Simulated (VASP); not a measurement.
The system is Y2BN3.

```
Y B N
1.0
     3.88025    0.00000    0.00000
    -1.94013    3.36040    0.00000
     0.00000    0.00000    6.64395
Y B N
2 1 3
Direct
  0.33333 0.66667 0.73152
  0.33333 0.66667 0.26300
  0.00000 0.00000 0.52707
  0.66667 0.33333 0.48102
  0.66667 0.33333 0.04138
  0.00000 0.00000 0.95600
```

```yaml
Program: VASP 6.6.1
Task: relaxation of cell and atoms
Functional: PBE
Potentials_or_basis: VASP PAW PBE potentials, release 64 (Y_sv, B, N)
Cutoff: 600 eV
k_mesh: 4 × 4 × 2
Occupations: gaussian, width 0.15 eV
Spin: no spin polarisation
```

At the start: pressure -15.0 GPa; volume 14.44 Å³/atom.

Question: How do energy, volume and symmetry change on relaxing?

Answer: Over 10 steps the energy falls by 538.6 meV/atom and the volume is 11.72 Å³/atom (-18.9 %); space group P3m1 (No. 156, to 0.05 Å).

The path:
| step | energy change (eV) | largest force (eV/Å) | pressure (GPa) | volume (Å³) |
| --- | --- | --- | --- | --- |
| 1 | 0.0000 | 3.0591 | -15.05 | 86.63 |
| 2 | -2.4242 | 2.1458 | 1.77 | 70.49 |
| 3 | -2.5452 | 2.2690 | 10.24 | 66.69 |
| 4 | -3.1474 | 0.8569 | 1.80 | 69.57 |
| 5 | -3.1520 | 0.7102 | 1.28 | 69.81 |
| 6 | -3.2236 | 0.2480 | -1.01 | 70.84 |
| 7 | -3.2260 | 0.1730 | -1.26 | 71.08 |
| 8 | -3.2259 | 0.1629 | -1.55 | 71.12 |
| 9 | -3.2309 | 0.0685 | 0.87 | 69.99 |
| 10 | -3.2318 | 0.0751 | 0.19 | 70.30 |

Final structure:
```
CELL_PARAMETERS angstrom
3.44363 0.00000 0.00000
-1.72181 2.98227 0.00000
0.00000 0.00000 6.84499
ATOMIC_POSITIONS crystal
Y 0.33333 0.66667 0.76995
Y 0.33333 0.66667 0.23041
B 0.00000 0.00000 0.49755
N 0.66667 0.33333 0.50253
N 0.66667 0.33333 0.00093
N 0.00000 0.00000 0.99863
```

Caveat: the k points lie up to 0.53 Å⁻¹ apart in the final cell; the volume moved by over 15 % at a fixed basis, so the end points are rough; the relaxation stopped at a loose force limit of 0.08 eV/Å, so its end isn't a converged minimum.
